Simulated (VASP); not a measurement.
# HPbNO4 (P1) in VASP: a series of runs

HPbNO4 is run at these levels: PBEsol, PBE, PBE+D4; tasks: single point, relaxation of cell and atoms.

Everything below comes from runs of VASP 6.6.1. Logs are shortened: lines on timing, memory, paths and dates and some standing lists are left out, and cuts for length are marked.

## Step 1: The cell of the first run

The typed cell holds 7 atoms: a = 4.143 Å, b = 4.231 Å, c = 6.619 Å, α = 72.31°, β = 71.88°, γ = 61.10°.

## Step 2: Single point, PBEsol

INCAR

```
SYSTEM = HPbNO4
ALGO = Normal ; EDIFF = 1E-7
ENCUT = 520 ; GGA = PS
ISIF = 2 ; ISMEAR = -1
LASPH = .TRUE. ; LCHARG = .FALSE.
LREAL = .FALSE. ; LWAVE = .FALSE.
NBANDS = 31 ; NELM = 60
PREC = Accurate ; SIGMA = 0.05
```

KPOINTS

```
k-points
0
G
  5 5 3
  0 0 0
```

POSCAR

```
HPbNO4
1.0
    4.1374531021      0.1381905549      0.1740840053
    1.9170192996      3.7699610772      0.1062684501
    1.7578407415      1.1870048586      6.2696775431
H Pb N O
1 1 1 4
Direct
    0.8995083200      0.6792302821      0.6196270265
    0.1390480272      0.9393817463      0.8828093464
    0.2551400784      0.2868068584      0.3049477976
    0.8342379287      0.6510639412      0.7793957722
    0.3871419303      0.2150834874      0.1145501633
    0.3066753583      0.0293274974      0.4632537844
    0.0769783570      0.6149061872      0.3269161095
```

Potentials or basis: VASP PAW PBE potentials, release 64 (H, Pb_d, N, O).

Run with:

```bash
> cat potpaw_PBE.64/H/POTCAR potpaw_PBE.64/Pb_d/POTCAR potpaw_PBE.64/N/POTCAR potpaw_PBE.64/O/POTCAR > POTCAR
> mpirun -np 1 vasp_std > vasp.out
```

OUTCAR:

```text
SYSTEM = HPbNO4
   EDIFF = 1E-7
   ENCUT = 520
   GGA = PS
   ISIF = 2
   ISMEAR = -1
   LASPH = .TRUE.
   LREAL = .FALSE.
   NELM = 60
   PREC = Accurate

 ion  position               nearest neighbor table
   1  0.900  0.679  0.620-   4 0.99
   2  0.139  0.939  0.883-   4 2.47   4 2.48   4 2.60   6 2.60   5 2.81   5 2.83   7 2.83   5 2.83

   3  0.255  0.287  0.305-   6 1.25   7 1.25   5 1.27
   4  0.834  0.651  0.779-   1 0.99   2 2.47   2 2.48   2 2.60
   5  0.387  0.215  0.115-   3 1.27   2 2.81   2 2.83   2 2.83
   6  0.307  0.029  0.463-   3 1.25   2 2.60
   7  0.077  0.615  0.327-   3 1.25   2 2.83

  Warning from LATTYP: Got some problem with cell dimensions!
  Tried to take original basis but could not verify dimensions!
  LATTYP: Found a triclinic cell.
 ALAT       =     4.1434188833
 B/A-ratio  =     1.0274870596
 C/A-ratio  =     1.5974125224
 COS(alpha) =     0.0006182615
 COS(beta)  =     0.3109826859
 COS(gamma) =     0.4930249896

  Lattice vectors:

 A1 = (  -4.1374531021,  -0.1381905549,  -0.1740840053)
 A2 = (  -2.2204338025,   3.6317705223,  -0.0678155552)
 A3 = (  -1.7578407415,  -1.1870048586,  -6.2696775431)

Analysis of symmetry for initial positions (statically):
=====================================================================
 Subroutine PRICEL returns:
 Original cell was already a primitive cell.

 Routine SETGRP: Setting up the symmetry group for a
 triclinic supercell.

 Subroutine GETGRP returns: Found  1 space group operations
 (whereof  1 operations were pure point group operations)
 out of a pool of  2 trial point group operations.

The static configuration has the point symmetry C_1 .

Analysis of symmetry for dynamics (positions and initial velocities):
=====================================================================
 Subroutine PRICEL returns:
 Original cell was already a primitive cell.

 Routine SETGRP: Setting up the symmetry group for a
 triclinic supercell.

 Subroutine GETGRP returns: Found  1 space group operations
 (whereof  1 operations were pure point group operations)
 out of a pool of  2 trial point group operations.

The dynamic configuration has the point symmetry C_1 .

 Subroutine INISYM returns: Found  1 space group operations
 (whereof  1 operations are pure point group operations),
 and found     1 'primitive' translations
[... 104 lines left out ...]
   NELM   =     60;   NELMIN=  2; NELMDL= -5     # of ELM steps
   EDIFF  = 0.1E-06   stopping-criterion for ELM
   LREAL  =      F    real-space projection
   EDIFFG = 0.1E-05   stopping-criterion for IOM
   NSW    =      0    number of steps for IOM
   IBRION =     -1    ionic relax: 0-MD 1-quasi-New 2-CG
   NFREE  =      0    steps in history (QN), initial steepest desc. (CG)
   ISIF   =      2    stress and relaxation
   ISYM   =      2    0-nonsym 1-usesym 2-fastsym
   POTIM  = 0.5000    time-step for ionic-motion
   TEBEG  =    0.0;   TEEND  =   0.0 temperature during run
   PSTRESS=    0.0 pullay stress
   NELECT =      44.0000    total number of electrons
   NUPDOWN=      -1.0000    fix difference up-down
   EMIN   =  10.00;   EMAX   =-10.00  energy-range for DOS
   EFERMI =   0.00;   METHOD = LEGACY
   ISMEAR =    -1;   SIGMA  =   0.05  broadening in eV -4-tet -1-fermi 0-gaus
   EFERMI_NEDOS =   21; number of points for ismear=-14 and -15
   IALGO  =     38    algorithm
   IMIX   =      4    mixing-type and parameters
     AMIX     =   0.40;   BMIX     =  1.00
     AMIX_MAG =   1.60;   BMIX_MAG =  1.00
  volume/ion in A,a.u.               =      13.55        91.47
  Fermi-wavevector in a.u.,A,eV,Ry     =   1.267167  2.394599 21.847053  1.605713
  Thomas-Fermi vector in A             =   2.400330
   LORBIT       =      0    0 simple, 1 ext, 2 COOP (PROOUT), +10 PAW based schemes
   GGA     = PS    functional components
   LHFCALC =     F    Hartree Fock is set to
   AEXX    =    0.0000 exact exchange contribution
   IVDW    =     0    specifies the selected vdW correction
   LEPSILON=     F    determine dielectric tensor
   LRPA    =     F    only Hartree local field effects (RPA)
 non-spin polarized calculation
  energy-cutoff  :      520.00
  volume of cell :       94.88
 maximum number of plane-waves:      2575
   NGX = 15   NGY = 15   NGZ = 25

 number of electron      44.0000003 magnetization

 Free energy of the ion-electron system (eV)
  ---------------------------------------------------
  ext. energy  EPLUGINS =         0.00000000
  ---------------------------------------------------
  free energy    TOTEN  =       -42.29639834 eV

  energy without entropy =      -42.29639834  energy(sigma->0) =      -42.29639834

 E-fermi :   2.6050     XC(G=0):  -9.1397

 val. band max:        1.3968572801   @ k =  -0.4000   0.2000   0.3333
 cond. band min:       4.0665740509   @ k =  -0.2000   0.4000   0.3333
 fundamental gap:      2.6697167708
 Fermi energy:         2.6050327242

 k-point     1 :       0.0000    0.0000    0.0000
  band No.  band energies     occupation
      1     -24.9201      2.00000
      2     -19.3946      2.00000
      3     -19.1138      2.00000
      4     -16.3503      2.00000
      5     -13.7753      2.00000
      6     -13.7634      2.00000
[... 805 lines left out ...]
     30      12.1543      0.00000
     31      13.6229      0.00000

 [... further k-points ...]

------------------------ aborting loop because EDIFF is reached ----------------------------------------

  FORCE on cell =-STRESS in cart. coord.  units (eV):
  Direction    XX          YY          ZZ          XY          YZ          ZX
  --------------------------------------------------------------------------------------
  -------------------------------------------------------------------------------------
  Total       -0.1502858      0.8071488      0.8212773     -0.0383731     -0.0692566     -0.0365364
  in kB       -2.5377759     13.6297828     13.8683620     -0.6479812     -1.1694891     -0.6169665
  external PRESSURE =       8.3201230 kB  Pullay stress =       0.0000000 kB

 VOLUME and BASIS-vectors are now :
 -----------------------------------------------------------------------------
  energy-cutoff  :      520.00
  volume of cell :       94.88
      direct lattice vectors                 reciprocal lattice vectors
     4.137453102  0.138190555  0.174084005     0.247789501 -0.124707779 -0.045862923
     1.917019300  3.769961077  0.106268450    -0.006953739  0.270177600 -0.049201662
     1.757840741  1.187004859  6.269677543    -0.006762266 -0.001116760  0.161605215

 POSITION                                       TOTAL-FORCE (eV/Angst)
 -----------------------------------------------------------------------------------
      6.11298      3.42048      4.11363         0.005812     -0.009817     -0.126204
      3.92796      4.60855      5.65896         0.000120      0.004072      0.006677
      2.14149      1.47848      1.98682         0.003272     -0.053185     -0.095632
      6.06978      3.49492      5.10098        -0.005437      0.007782      0.106890
      2.21546      1.00033      0.80844         0.024786     -0.155069     -0.377810
      2.13940      0.70283      2.96096        -0.000284     -0.321083      0.421526
      2.07195      2.71686      2.12840        -0.028268      0.527299      0.064554
 -----------------------------------------------------------------------------------
    total drift:                               -0.000012      0.000011      0.000224

  FREE ENERGIE OF THE ION-ELECTRON SYSTEM (eV)
  ---------------------------------------------------
  free  energy   TOTEN  =       -42.2963983355 eV

  energy  without entropy=      -42.2963983355  energy(sigma->0) =      -42.29639834
```

OSZICAR:

```text
N       E                     dE             d eps       ncg     rms          rms(c)
DAV:   1     0.474016129070E+03    0.47402E+03   -0.21705E+04  2356   0.152E+03
DAV:   2     0.116164213900E+02   -0.46240E+03   -0.43025E+03  2619   0.420E+02
DAV:   3    -0.445032951439E+02   -0.56120E+02   -0.54882E+02  2963   0.156E+02
DAV:   4    -0.466785619091E+02   -0.21753E+01   -0.21666E+01  2826   0.334E+01
DAV:   5    -0.467660886586E+02   -0.87527E-01   -0.87501E-01  3229   0.656E+00    0.142E+01
DAV:   6    -0.424187638723E+02    0.43473E+01   -0.15201E+01  3649   0.283E+01    0.573E+00
DAV:   7    -0.423464158685E+02    0.72348E-01   -0.16000E+00  2664   0.756E+00    0.343E+00
DAV:   8    -0.423040889558E+02    0.42327E-01   -0.39330E-01  3097   0.435E+00    0.954E-01
DAV:   9    -0.422933077303E+02    0.10781E-01   -0.64093E-02  3352   0.202E+00    0.343E-01
DAV:  10    -0.422952514971E+02   -0.19438E-02   -0.10752E-02  3177   0.717E-01    0.162E-01
DAV:  11    -0.422960167391E+02   -0.76524E-03   -0.12647E-03  3024   0.293E-01    0.596E-02
DAV:  12    -0.422963142601E+02   -0.29752E-03   -0.37537E-04  3064   0.132E-01    0.210E-02
DAV:  13    -0.422963800260E+02   -0.65766E-04   -0.58518E-05  2741   0.496E-02    0.101E-02
DAV:  14    -0.422963966692E+02   -0.16643E-04   -0.20473E-05  3031   0.283E-02    0.679E-03
DAV:  15    -0.422963978006E+02   -0.11314E-05   -0.23411E-06  3204   0.121E-02    0.278E-03
DAV:  16    -0.422963982377E+02   -0.43705E-06   -0.11676E-06  3071   0.694E-03    0.109E-03
DAV:  17    -0.422963983355E+02   -0.97825E-07   -0.10931E-07  2155   0.243E-03
   1 F= -.42296398E+02 E0= -.42296398E+02  d E =-.127546E-10
```

Run time: 79 s. Hardware: 1 thread of Intel Xeon Platinum 8559C (Emerald Rapids), shared host; peak memory 0.28 GiB.

Results:

- Free energy: -42.2964 eV
- Pressure: 0.8 GPa
- Largest force: 0.532 eV/Å
- Band gap on the k mesh: 2.67 eV

Forces on the atoms (eV/Å):
```
H    0.006 -0.010 -0.126
Pb   0.000  0.004  0.007
N    0.003 -0.053 -0.096
O   -0.005  0.008  0.107
O    0.025 -0.155 -0.378
O    0.000 -0.321  0.422
O   -0.028  0.527  0.065
```

Levels at points of the mesh, in eV from the valence-band top:
```csv
k point,band 19,band 20,band 21,band 22,band 23,band 24,band 25,band 26
"(0.00, 0.00, 0.00)",-2.19,-1.66,-1.58,-0.91,3.50,4.31,5.68,6.32
```

Caveat: the standard files for N, O and F lose accuracy on very short bonds; the PAW data sets were made with another functional, which shifts forces and pressure a little; spin-orbit coupling is left out, which moves the levels of the heavy elements. A k mesh can miss the band edges.

## Step 3: Relaxation of cell and atoms, PBEsol

This run uses another cell than the first one, of 14.48 Å³/atom.

INCAR

```
PREC = Accurate
ENCUT = 600
EDIFF = 1E-6
ISMEAR = -1
SIGMA = 0.05
LREAL = False
LASPH = True
NELM = 100
ALGO = Normal
ISIF = 3
LWAVE = False
LCHARG = False
GGA = PS
IBRION = 2
NSW = 80
EDIFFG = -0.02
```

KPOINTS

```
regular mesh
0
Gamma
  4 4 3
```

POSCAR

```
HPbNO4
1.0
    4.1992300000      0.1111700000      0.1681700000
    1.9160000000      3.8913200000      0.1256800000
    1.7608500000      1.2525900000      6.3726600000
H Pb N O
1 1 1 4
Direct
    0.8914500000      0.6820200000      0.6279600000
    0.1442600000      0.9287200000      0.8835200000
    0.2567000000      0.2886100000      0.3017100000
    0.8310800000      0.6505600000      0.7840500000
    0.3869400000      0.2238000000      0.1129500000
    0.3110400000      0.0357600000      0.4585600000
    0.0772600000      0.6063300000      0.3227500000
```

Potentials or basis: VASP PAW PBE potentials, release 64 (H, Pb_d, N, O).

Run with:

```bash
> cat potpaw_PBE.64/H/POTCAR potpaw_PBE.64/Pb_d/POTCAR potpaw_PBE.64/N/POTCAR potpaw_PBE.64/O/POTCAR > POTCAR
> mpirun -np 1 vasp_std > vasp.out
```

Wall time 16 min (1 thread of Intel Xeon Platinum 8559C (Emerald Rapids), shared host); peak memory 0.33 GiB.

Results (log left out):

```
Free energy                           : -42.3352 eV
Relaxed volume                        : 13.43 Å³/atom
Relaxed cell                          : a = 4.121 Å, b = 4.197 Å, c = 6.599 Å, α = 72.73°, β = 72.15°, γ = 61.63°
Space group after relaxing (to 0.1 Å) : P1 (No. 1)
Energy gained by relaxing             : 9.5 meV/atom
Ionic steps                           : 36
Pressure after relaxing               : 0.0 GPa
Largest force after relaxing          : 0.019 eV/Å
Band gap on the k mesh                : 2.69 eV (least direct gap 2.71 eV)
```

Forces in eV/Å, atoms in the order of the input:
```
H    0.001  0.006 -0.009
Pb  -0.002 -0.004  0.002
N   -0.001  0.000 -0.006
O    0.001  0.001  0.013
O   -0.003  0.009  0.002
O   -0.002  0.001  0.012
O    0.006 -0.013 -0.013
```

Stress tensor (GPa, compression positive):
```
 0.03  0.01  0.01
 0.01 -0.12 -0.03
 0.01 -0.03  0.03
```

The path:
```tsv
step	energy change (eV)	largest force (eV/Å)	pressure (GPa)	volume (Å³)
1	0.0000	0.3778	-2.29	101.39
2	-0.0262	0.7375	-0.69	98.39
3	-0.0265	0.6460	-0.84	98.65
4	-0.0444	0.4390	-0.50	97.24
5	-0.0533	0.2993	0.09	95.28
6	-0.0533	0.2937	0.07	95.37
7	-0.0546	0.1546	-0.02	95.32
8	-0.0547	0.1350	0.00	95.33
9	-0.0556	0.1183	-0.04	95.31
10	-0.0573	0.1923	-0.12	95.27
11	-0.0576	0.2299	-0.17	95.24
12	-0.0581	0.1986	-0.18	95.22
13	-0.0594	0.1160	-0.21	95.16
14	-0.0602	0.2356	-0.24	95.04
15	-0.0609	0.1604	-0.19	94.96
16	-0.0617	0.1391	-0.04	94.72
17	-0.0623	0.0982	-0.15	94.65
18	-0.0625	0.0998	-0.24	94.59
19	-0.0632	0.0929	-0.18	94.44
20	-0.0646	0.1053	0.03	94.00
21	-0.0641	0.2492	0.49	93.12
22	-0.0649	0.1464	0.22	93.66
23	-0.0653	0.1217	0.20	93.54
24	-0.0653	0.0646	0.20	93.57
25	-0.0656	0.0488	0.19	93.62
26	-0.0660	0.0810	0.15	93.78
27	-0.0662	0.0409	0.06	93.87
28	-0.0663	0.0835	0.01	93.93
29	-0.0664	0.0485	-0.03	94.01
30	-0.0665	0.0381	-0.07	94.08
31	-0.0665	0.0261	-0.03	94.08
32	-0.0665	0.0319	-0.02	94.08
33	-0.0666	0.0270	-0.02	94.07
34	-0.0666	0.0455	-0.02	94.05
35	-0.0667	0.0330	-0.02	94.05
36	-0.0667	0.0195	-0.02	94.02
```

Final structure:
```cif
data_structure
_symmetry_space_group_name_H-M 'P 1'
_symmetry_Int_Tables_number 1
_cell_length_a 4.1214
_cell_length_b 4.1969
_cell_length_c 6.5988
_cell_angle_alpha 72.733
_cell_angle_beta 72.153
_cell_angle_gamma 61.626
_cell_volume 94.02
loop_
_atom_site_label
_atom_site_type_symbol
_atom_site_fract_x
_atom_site_fract_y
_atom_site_fract_z
_atom_site_occupancy
H1 H 0.89930 0.67706 0.61730 1
Pb1 Pb 0.13820 0.94132 0.88291 1
N1 N 0.25555 0.28701 0.30587 1
O1 O 0.83402 0.65032 0.77772 1
O2 O 0.39079 0.21409 0.11435 1
O3 O 0.31036 0.02820 0.46494 1
O4 O 0.07051 0.61781 0.32841 1
```

Levels at points of the mesh, in eV from the valence-band top:
| k point | band 18 | band 19 | band 20 | band 21 | band 22 | band 23 | band 24 | band 25 | band 26 |
| --- | --- | --- | --- | --- | --- | --- | --- | --- | --- |
| (0.00, 0.00, 0.00) | -2.31 | -2.16 | -1.61 | -1.56 | -0.93 | 3.43 | 4.35 | 5.74 | 6.40 |
| (0.50, 0.00, 0.00) | -2.54 | -2.10 | -1.66 | -0.81 | -0.20 | 3.00 | 4.61 | 5.75 | 6.88 |
| (0.00, 0.50, 0.00) | -2.47 | -1.65 | -1.50 | -0.79 | -0.07 | 2.69 | 4.21 | 5.48 | 7.32 |
| (0.50, 0.50, 0.00) | -2.15 | -1.97 | -1.87 | -0.79 | -0.18 | 3.05 | 4.18 | 5.73 | 6.75 |

Caveat: the k points lie up to 0.44 Å⁻¹ apart in the final cell; the standard files for N, O and F lose accuracy on very short bonds; the PAW data sets were made with another functional, which shifts forces and pressure a little; spin-orbit coupling is left out, which moves the levels of the heavy elements. A k mesh can miss the band edges.

## Step 4: Relaxation of cell and atoms, PBEsol

This run uses another cell than the first one, of 14.48 Å³/atom.

INCAR

```
SYSTEM = HPbNO4
PREC     = Accurate       ! precision mode
ENCUT    = 600            ! plane-wave cutoff, eV
EDIFF    = 1E-6           ! SCF threshold, eV
ISMEAR   = -1             ! smearing method
SIGMA    = 0.05           ! smearing width, eV
LREAL    = .False.        ! projectors in reciprocal space
LASPH    = .True.         ! aspherical terms in the spheres
NELM     = 100            ! most SCF steps
ALGO     = Normal         ! electronic algorithm
ISIF     = 3              ! what is computed and relaxed
LWAVE    = .False.        ! write WAVECAR
LCHARG   = .False.        ! write CHGCAR
GGA      = PS             ! functional
IBRION   = 2              ! ionic algorithm
NSW      = 60             ! ionic steps
EDIFFG   = -0.01          ! ionic threshold
```

KPOINTS

```
Automatic mesh
0
Gamma
  5 5 3
  0 0 0
```

POSCAR is that of step 3.

Run with:

```bash
> cat potpaw_PBE.64/H/POTCAR potpaw_PBE.64/Pb_d/POTCAR potpaw_PBE.64/N/POTCAR potpaw_PBE.64/O/POTCAR > POTCAR
> mpirun -np 1 vasp_std > vasp.out
```

It took 33 min on 1 thread of Intel Xeon Platinum 8559C (Emerald Rapids), shared host; peak memory 0.36 GiB.

Results (log left out):

```
Free energy                           : -42.3354 eV
Relaxed volume                        : 13.43 Å³/atom
Relaxed cell                          : a = 4.136 Å, b = 4.188 Å, c = 6.606 Å, α = 72.69°, β = 72.06°, γ = 61.39°
Space group after relaxing (to 0.1 Å) : P1 (No. 1)
Energy gained by relaxing             : 9.6 meV/atom
Ionic steps                           : 49
Pressure after relaxing               : 0.0 GPa
Largest force after relaxing          : 0.009 eV/Å
Band gap on the k mesh                : 2.56 eV (least direct gap 2.58 eV)
```

Forces in eV/Å, atoms in the order of the input:
```
H    0.001  0.003  0.002
Pb   0.000  0.004 -0.004
N    0.003 -0.001  0.007
O   -0.001  0.007  0.004
O   -0.003 -0.006 -0.006
O   -0.002 -0.008  0.002
O    0.001  0.002 -0.005
```

The path:
| step | energy change (eV) | largest force (eV/Å) | pressure (GPa) | volume (Å³) |
| --- | --- | --- | --- | --- |
| 1 | 0.0000 | 0.3780 | -2.29 | 101.39 |
| 3 | -0.0265 | 0.6455 | -0.84 | 98.65 |
| 5 | -0.0533 | 0.2980 | 0.09 | 95.28 |
| 7 | -0.0546 | 0.1545 | -0.02 | 95.32 |
| 9 | -0.0556 | 0.1182 | -0.04 | 95.31 |
| 11 | -0.0576 | 0.2295 | -0.17 | 95.24 |
| 13 | -0.0594 | 0.1153 | -0.21 | 95.16 |
| 15 | -0.0609 | 0.1610 | -0.19 | 94.95 |
| 17 | -0.0623 | 0.0986 | -0.15 | 94.65 |
| 19 | -0.0632 | 0.0927 | -0.18 | 94.44 |
| 21 | -0.0640 | 0.2543 | 0.50 | 93.13 |
| 23 | -0.0653 | 0.1130 | 0.21 | 93.55 |
| 25 | -0.0656 | 0.0486 | 0.19 | 93.63 |
| 27 | -0.0662 | 0.0377 | 0.06 | 93.87 |
| 29 | -0.0664 | 0.0488 | -0.04 | 94.02 |
| 31 | -0.0665 | 0.0340 | -0.03 | 94.09 |
| 33 | -0.0666 | 0.0254 | -0.02 | 94.08 |
| 35 | -0.0666 | 0.0448 | -0.02 | 94.05 |
| 37 | -0.0667 | 0.0430 | -0.01 | 93.98 |
| 39 | -0.0667 | 0.0189 | 0.00 | 93.99 |
| 41 | -0.0668 | 0.0226 | 0.05 | 93.93 |
| 43 | -0.0668 | 0.0263 | 0.02 | 93.93 |
| 45 | -0.0668 | 0.0197 | -0.02 | 93.97 |
| 47 | -0.0669 | 0.0171 | -0.03 | 94.02 |
| 49 | -0.0669 | 0.0092 | -0.02 | 94.02 |

Final structure:
```cif
data_structure
_symmetry_space_group_name_H-M 'P 1'
_symmetry_Int_Tables_number 1
_cell_length_a 4.1361
_cell_length_b 4.1879
_cell_length_c 6.6063
_cell_angle_alpha 72.688
_cell_angle_beta 72.065
_cell_angle_gamma 61.385
_cell_volume 94.02
loop_
_atom_site_label
_atom_site_type_symbol
_atom_site_fract_x
_atom_site_fract_y
_atom_site_fract_z
_atom_site_occupancy
H1 H 0.89909 0.67810 0.61717 1
Pb1 Pb 0.13798 0.94094 0.88306 1
N1 N 0.25562 0.28677 0.30589 1
O1 O 0.83412 0.65049 0.77755 1
O2 O 0.39105 0.21226 0.11475 1
O3 O 0.30994 0.02786 0.46527 1
O4 O 0.07094 0.61937 0.32781 1
```

Levels at points of the mesh, in eV from the valence-band top:
```tsv
k point	band 19	band 20	band 21	band 22	band 23	band 24	band 25	band 26
(0.00, 0.00, 0.00)	-2.21	-1.67	-1.62	-0.99	3.37	4.29	5.71	6.32
```

Caveat: the standard files for N, O and F lose accuracy on very short bonds; the PAW data sets were made with another functional, which shifts forces and pressure a little; spin-orbit coupling is left out, which moves the levels of the heavy elements. A k mesh can miss the band edges.

(Part 1 of 2 ends here.)
